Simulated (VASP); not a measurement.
# Os3Au (Pmmm) in VASP: notebook

Os3Au is run at these levels: PBE; tasks: single point, relaxation of cell and atoms.

All numbers are computed with VASP 6.6.1; they aren't measurements. Logs are shortened: lines on timing, memory, paths and dates and some standing lists are left out, and cuts for length are marked.

**1. The cell of the first run**

Symmetry: Pmmm, No. 47, orthorhombic system. Conventional cell: a = 2.776 Å, b = 3.899 Å, c = 5.573 Å, α = 90.00°, β = 90.00°, γ = 90.00°. Os (site symmetry mmm) has 10 Os at 2.72 to 2.78 Å and 2 Au at 2.79 Å within 3.6 Å. Within 3.4 Å of Os (site symmetry mm2) lie 8 Os at 2.58 to 2.99 Å and 4 Au at 2.82 Å. Au (site symmetry mmm) has 2 Au at 2.78 Å and 10 Os at 2.79 to 2.82 Å within 3.7 Å.

**2. Single point, PBE**

Contents of INCAR:

```
ALGO = Normal ; EDIFF = 1E-6
ENCUT = 520 ; GGA = PE
ISIF = 2 ; ISMEAR = 0
LASPH = True ; LCHARG = False
LREAL = False ; LWAVE = False
NBANDS = 26 ; NELM = 100
PREC = Accurate ; SIGMA = 0.2
```

Contents of KPOINTS:

```
k-points
0
Gamma
  7 5 4
```

Contents of POSCAR:

```
Os3Au
1.0
    2.7756165988      0.0000000000      0.0000000000
    0.0000000000      3.8993864495      0.0000000000
    0.0000000000      0.0000000000      5.5733102981
Os Au
3 1
Direct
    0.0000000000      0.0000000000      0.5000000000
    0.5000000000      0.5000000000      0.7318778291
    0.5000000000      0.5000000000      0.2681221709
    0.0000000000      0.0000000000      0.0000000000
```

Potentials or basis: VASP PAW PBE potentials, release 64 (Os, Au).

The run is started by

```sh
$ cat potpaw_PBE.64/Os/POTCAR potpaw_PBE.64/Au/POTCAR > POTCAR
$ mpirun -np 1 vasp_std > vasp.out
```

OUTCAR:

```text
EDIFF = 1E-6
   ENCUT = 520
   GGA = PE
   ISIF = 2
   ISMEAR = 0
   LASPH = True
   LREAL = False
   NELM = 100
   PREC = Accurate

 ion  position               nearest neighbor table
   1  0.000  0.000  0.500-   2 2.72   3 2.72   2 2.72   3 2.72   2 2.72   3 2.72   2 2.72   3 2.72
                             4 2.79   4 2.79
   2  0.500  0.500  0.732-   3 2.58   1 2.72   1 2.72   1 2.72   1 2.72   4 2.82   4 2.82   4 2.82
                             4 2.82   3 2.99
   3  0.500  0.500  0.268-   2 2.58   1 2.72   1 2.72   1 2.72   1 2.72   4 2.82   4 2.82   4 2.82
                             4 2.82   2 2.99
   4  0.000  0.000  0.000-   1 2.79   1 2.79   3 2.82   2 2.82   2 2.82   3 2.82   2 2.82   3 2.82
                             2 2.82   3 2.82

  LATTYP: Found a simple orthorhombic cell.
 ALAT       =     2.7756165988
 B/A-ratio  =     1.4048721467
 C/A-ratio  =     2.0079539445

  Lattice vectors:

 A1 = (   2.7756165988,   0.0000000000,   0.0000000000)
 A2 = (   0.0000000000,   3.8993864495,   0.0000000000)
 A3 = (   0.0000000000,   0.0000000000,   5.5733102981)

Analysis of symmetry for initial positions (statically):
=====================================================================
 Subroutine PRICEL returns:
 Original cell was already a primitive cell.

 Routine SETGRP: Setting up the symmetry group for a
 simple orthorhombic supercell.

 Subroutine GETGRP returns: Found  8 space group operations
 (whereof  8 operations were pure point group operations)
 out of a pool of  8 trial point group operations.

The static configuration has the point symmetry D_2h.

Analysis of symmetry for dynamics (positions and initial velocities):
=====================================================================
 Subroutine PRICEL returns:
 Original cell was already a primitive cell.

 Routine SETGRP: Setting up the symmetry group for a
 simple orthorhombic supercell.

 Subroutine GETGRP returns: Found  8 space group operations
 (whereof  8 operations were pure point group operations)
 out of a pool of  8 trial point group operations.

The dynamic configuration has the point symmetry D_2h.

 Subroutine INISYM returns: Found  8 space group operations
 (whereof  8 operations are pure point group operations),
 and found     1 'primitive' translations

[... 97 lines left out ...]
   NELM   =    100;   NELMIN=  2; NELMDL= -5     # of ELM steps
   EDIFF  = 0.1E-05   stopping-criterion for ELM
   LREAL  =      F    real-space projection
   EDIFFG = 0.1E-04   stopping-criterion for IOM
   NSW    =      0    number of steps for IOM
   IBRION =     -1    ionic relax: 0-MD 1-quasi-New 2-CG
   NFREE  =      0    steps in history (QN), initial steepest desc. (CG)
   ISIF   =      2    stress and relaxation
   ISYM   =      2    0-nonsym 1-usesym 2-fastsym
   POTIM  = 0.5000    time-step for ionic-motion
   TEBEG  =    0.0;   TEEND  =   0.0 temperature during run
   PSTRESS=    0.0 pullay stress
   NELECT =      35.0000    total number of electrons
   NUPDOWN=      -1.0000    fix difference up-down
   EMIN   =  10.00;   EMAX   =-10.00  energy-range for DOS
   EFERMI =   0.00;   METHOD = LEGACY
   ISMEAR =     0;   SIGMA  =   0.20  broadening in eV -4-tet -1-fermi 0-gaus
   EFERMI_NEDOS =   21; number of points for ismear=-14 and -15
   IALGO  =     38    algorithm
   IMIX   =      4    mixing-type and parameters
     AMIX     =   0.40;   BMIX     =  1.00
     AMIX_MAG =   1.60;   BMIX_MAG =  1.00
  volume/ion in A,a.u.               =      15.08       101.77
  Fermi-wavevector in a.u.,A,eV,Ry     =   1.365446  2.580319 25.367283  1.864443
  Thomas-Fermi vector in A             =   2.491674
   LORBIT       =      0    0 simple, 1 ext, 2 COOP (PROOUT), +10 PAW based schemes
   GGA     = PE    functional components
   LHFCALC =     F    Hartree Fock is set to
   AEXX    =    0.0000 exact exchange contribution
   IVDW    =     0    specifies the selected vdW correction
   LEPSILON=     F    determine dielectric tensor
   LRPA    =     F    only Hartree local field effects (RPA)
 non-spin polarized calculation
 Gauss-broadening in eV      SIGMA  =   0.20
  energy-cutoff  :      520.00
  volume of cell :       60.32
 maximum number of plane-waves:      1634
 NGX is ok and might be reduce to    24
   NGX = 11   NGY = 15   NGZ = 21

 number of electron      35.0000000 magnetization

 Free energy of the ion-electron system (eV)
  ---------------------------------------------------
  ext. energy  EPLUGINS =         0.00000000
  ---------------------------------------------------
  free energy    TOTEN  =       -35.17441033 eV

  energy without entropy =      -35.09337237  energy(sigma->0) =      -35.13389135

 E-fermi :   9.2706     XC(G=0): -13.5759

 val. band max:        9.2647106739   @ k =   0.4286   0.0000   0.2500
 cond. band min:       9.2857932358   @ k =   0.0000   0.0000   0.5000
 fundamental gap:      0.0210825619
 Fermi energy:         9.2705769256

 k-point     1 :       0.0000    0.0000    0.0000
  band No.  band energies     occupation
      1      -1.3364      2.00000
      2       1.7133      2.00000
      3       1.9417      2.00000
      4       3.1602      2.00000
      5       3.4330      2.00000
      6       3.6216      2.00000
[... 685 lines left out ...]
     25      16.3481      0.00000
     26      17.2653      0.00000

 [... further k-points ...]

------------------------ aborting loop because EDIFF is reached ----------------------------------------

  FORCE on cell =-STRESS in cart. coord.  units (eV):
  Direction    XX          YY          ZZ          XY          YZ          ZX
  --------------------------------------------------------------------------------------
  -------------------------------------------------------------------------------------
  Total       -0.3227593      0.0563811      0.1758874      0.0000000      0.0000000      0.0000000
  in kB       -8.5727532      1.4975276      4.6717142      0.0000000      0.0000000      0.0000000
  external PRESSURE =      -0.8011705 kB  Pullay stress =       0.0000000 kB

 VOLUME and BASIS-vectors are now :
 -----------------------------------------------------------------------------
  energy-cutoff  :      520.00
  volume of cell :       60.32
      direct lattice vectors                 reciprocal lattice vectors
     2.775616599  0.000000000  0.000000000     0.360280307  0.000000000  0.000000000
     0.000000000  3.899386450  0.000000000     0.000000000  0.256450601  0.000000000
     0.000000000  0.000000000  5.573310298     0.000000000  0.000000000  0.179426579

 POSITION                                       TOTAL-FORCE (eV/Angst)
 -----------------------------------------------------------------------------------
      0.00000      0.00000      2.78666         0.000000      0.000000      0.000000
      1.38781      1.94969      4.07898         0.000000     -0.000000     -0.003441
      1.38781      1.94969      1.49433         0.000000      0.000000      0.003441
      0.00000      0.00000      0.00000         0.000000      0.000000      0.000000
 -----------------------------------------------------------------------------------
    total drift:                                0.000000     -0.000000     -0.000000

  FREE ENERGIE OF THE ION-ELECTRON SYSTEM (eV)
  ---------------------------------------------------
  free  energy   TOTEN  =       -35.1744103325 eV

  energy  without entropy=      -35.0933723744  energy(sigma->0) =      -35.13389135
```

OSZICAR:

```text
N       E                     dE             d eps       ncg     rms          rms(c)
DAV:   1     0.260288077524E+03    0.26029E+03   -0.16410E+04  1880   0.127E+03
DAV:   2    -0.215404286545E+02   -0.28183E+03   -0.26347E+03  1908   0.408E+02
DAV:   3    -0.375779009716E+02   -0.16037E+02   -0.15067E+02  2278   0.812E+01
DAV:   4    -0.380189369284E+02   -0.44104E+00   -0.43460E+00  2038   0.144E+01
DAV:   5    -0.380245151529E+02   -0.55782E-02   -0.55758E-02  2086   0.152E+00    0.276E+01
DAV:   6    -0.358825916135E+02    0.21419E+01   -0.63780E+00  1986   0.256E+01    0.179E+01
DAV:   7    -0.354375240076E+02    0.44507E+00   -0.25163E+00  2430   0.195E+01    0.429E+00
DAV:   8    -0.353694566963E+02    0.68067E-01   -0.16047E+00  2498   0.128E+01    0.363E+00
DAV:   9    -0.351805715851E+02    0.18889E+00   -0.50418E-01  2572   0.602E+00    0.153E+00
DAV:  10    -0.351749640692E+02    0.56075E-02   -0.30947E-02  1932   0.131E+00    0.385E-01
DAV:  11    -0.351744288465E+02    0.53522E-03   -0.16172E-03  2106   0.438E-01    0.153E-01
DAV:  12    -0.351744069994E+02    0.21847E-04   -0.31822E-04  2130   0.143E-01    0.462E-02
DAV:  13    -0.351744108268E+02   -0.38274E-05   -0.21746E-05  1968   0.440E-02    0.207E-02
DAV:  14    -0.351744103325E+02    0.49427E-06   -0.36033E-06  1932   0.134E-02
   1 F= -.35174410E+02 E0= -.35133891E+02  d E =-.810380E-01
```

stdout:

```text
POSCAR found type information on POSCAR OsAu
 POSCAR found :  2 types and       4 ions
 scaLAPACK will be used
 LDA part: xc-table for (Slater+PW92), standard interpolation
 POSCAR, INCAR and KPOINTS ok, starting setup
 FFT: planning ... GRIDC
 FFT: planning ... GRID_SOFT
 FFT: planning ... GRID
 WAVECAR not read
 entering main loop
```

It took 21 s on 1 thread of Intel Xeon 6975P-C (Granite Rapids), shared host; peak memory 0.2 GiB.

What came out:

| Item | Value |
| --- | --- |
| Free energy | -35.1744 eV |
| Pressure | -0.1 GPa |
| Largest force | 0.003 eV/Å |

Forces on the atoms (eV/Å):
```
Os   0.000  0.000  0.000
Os   0.000  0.000 -0.003
Os   0.000  0.000  0.003
Au   0.000  0.000  0.000
```

Levels at points of the mesh, in eV from the Fermi level:
```
           k point  band 15  band 16  band 17  band 18  band 19  band 20  band 21  band 22
(0.00, 0.00, 0.00)    -1.49    -0.91    -0.59    -0.15     1.49     1.54     1.76     2.02
(0.00, 0.00, 0.50)    -2.12    -1.10    -0.82    -0.78     0.02     0.33     0.38     2.10
```

Caveat: spin-orbit coupling is left out, which moves the levels of the heavy elements.

**3. Relaxation of cell and atoms, PBE**

This run uses another cell than the first one, of 17.31 Å³/atom, 1.148 times its volume.

Contents of INCAR:

```
PREC = Accurate
ENCUT = 600
EDIFF = 1E-6
ISMEAR = 0
SIGMA = 0.2
LREAL = False
LASPH = True
NELM = 100
ALGO = Normal
ISIF = 3
LWAVE = False
LCHARG = False
GGA = PE
IBRION = 2
NSW = 36
EDIFFG = -0.08
```

Contents of KPOINTS:

```
regular mesh
0
Gamma
  7 5 4
```

Contents of POSCAR:

```
Os3Au
1.0
    2.9347547900      0.0000000000      0.0000000000
    0.0000000000      4.1030197700      0.0000000000
    0.0000000000      0.0000000000      5.7511986000
Os Au
3 1
Direct
    0.0000000000      0.0000000000      0.5000000000
    0.5000000000      0.5000000000      0.7539245500
    0.5000000000      0.5000000000      0.2460754500
    0.0000000000      0.0000000000      0.0000000000
```

Potentials or basis: VASP PAW PBE potentials, release 64 (Os, Au).

The run is started by

```sh
$ cat potpaw_PBE.64/Os/POTCAR potpaw_PBE.64/Au/POTCAR > POTCAR
$ mpirun -np 1 vasp_std > vasp.out
```

Wall time 3.6 min (1 thread of Intel Xeon 6975P-C (Granite Rapids), shared host); peak memory 0.26 GiB.

Results (log left out):

| Item | Value |
| --- | --- |
| Free energy | -35.1785 eV |
| Relaxed volume | 15.09 Å³/atom |
| Relaxed cell | a = 2.771 Å, b = 3.901 Å, c = 5.585 Å, α = 90.00°, β = 90.00°, γ = 90.00° |
| Space group after relaxing (to 0.05 Å) | Pmmm (No. 47) |
| Energy gained by relaxing | 325.7 meV/atom |
| Ionic steps | 12 |
| Pressure after relaxing | 0.0 GPa |
| Largest force after relaxing | 0.018 eV/Å |

Forces in eV/Å, atoms in the order of the input:
```
Os   0.000  0.000  0.000
Os   0.000  0.000 -0.018
Os   0.000  0.000  0.018
Au   0.000  0.000  0.000
```

Stress tensor (GPa, compression positive):
```
-0.14  0.00  0.00
 0.00  0.11  0.00
 0.00  0.00 -0.02
```

Step by step:
```csv
step,energy change (eV),largest force (eV/Å),pressure (GPa),volume (Å³)
1,0.0000,1.2844,-32.57,69.25
2,14.6914,2.0460,374.45,39.62
3,-1.1017,1.5050,-6.17,61.07
4,-1.1252,1.5096,-2.69,60.38
5,-1.1331,1.5109,1.08,59.67
6,-1.2613,0.4735,2.40,59.54
7,-1.2736,0.0215,3.74,59.49
8,-1.2498,0.2346,-8.80,62.24
9,-1.2939,0.0572,-1.64,60.56
10,-1.3002,0.0890,1.13,60.15
11,-1.3020,0.0789,0.21,60.28
12,-1.3027,0.0179,-0.02,60.36
```

Final structure:
```xyz
4
Lattice="2.7709 0.0000 0.0000 0.0000 3.9005 0.0000 0.0000 0.0000 5.5851" Properties=species:S:1:pos:R:3 pbc="T T T"
Os    2.7709    0.0000    2.7926
Os    1.3854    1.9503    4.0856
Os    1.3854    1.9503    1.4995
Au    2.7709    0.0000    0.0000
```

Levels at points of the mesh, in eV from the Fermi level:
| k point | band 15 | band 16 | band 17 | band 18 | band 19 | band 20 | band 21 |
| --- | --- | --- | --- | --- | --- | --- | --- |
| (0.00, 0.00, 0.00) | -1.46 | -0.92 | -0.58 | -0.14 | 1.49 | 1.54 | 1.76 |
| (0.00, 0.00, 0.50) | -2.10 | -1.10 | -0.81 | -0.77 | 0.01 | 0.33 | 0.40 |

Caveat: spin-orbit coupling is left out, which moves the levels of the heavy elements; the relaxation stopped at a loose force limit of 0.08 eV/Å, so its end isn't a converged minimum.
